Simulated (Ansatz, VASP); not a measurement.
FeCo in VASP and in Ansatz

```
Fe Co
1.0
     2.80225    0.00000    0.00000
     0.00000    2.80225    0.00000
     0.00000    0.00000    2.80225
Fe Co
1 1
Cartesian
  0.0000 0.0000 0.0000
  1.4011 1.4011 1.4011
```

Alike in both runs: functional PBEsol; k mesh 14 × 14 × 14; occupations gaussian, width 0.1 eV; collinear spin.

Ansatz relaxed the structure, and its values are those at the end. VASP's run is a single point on that final structure, the one shown.

|  | VASP | Ansatz |
| --- | --- | --- |
| version | VASP 6.6.1 | Ansatz 0.2.0 |
| potentials or method | VASP PAW PBE potentials, release 64 (Fe, Co), cutoff 600 eV | scalar-relativistic, plane waves, PAW |
| valence electrons in the cell | 17 | 33 |

Ansatz gave:

* gap on the k mesh at the Fermi level (eV): none
* pressure (GPa): 0.0
* net moment per atom (μB): 2.25
* size of the moment on the site where the two differ most (μB): 1.82

**Question.** Which values does VASP return?

**Answer.** gap on the k mesh at the Fermi level (eV): none; pressure (GPa): -0.4; net moment per atom (μB): 2.24; size of the moment on the site where the two differ most (μB): 1.75.

VASP's potentials were made for PBE, not for PBEsol. Site moments also hang on the region over which each program counts them. A gap of «none» marks a metal or a gap that the smearing closes. With one functional, cell and mesh, what is left measures potentials, basis and numerics. VASP's potentials hold 17 valence electrons a cell and Ansatz's 33, so a difference there can come from the potentials and not from the codes.
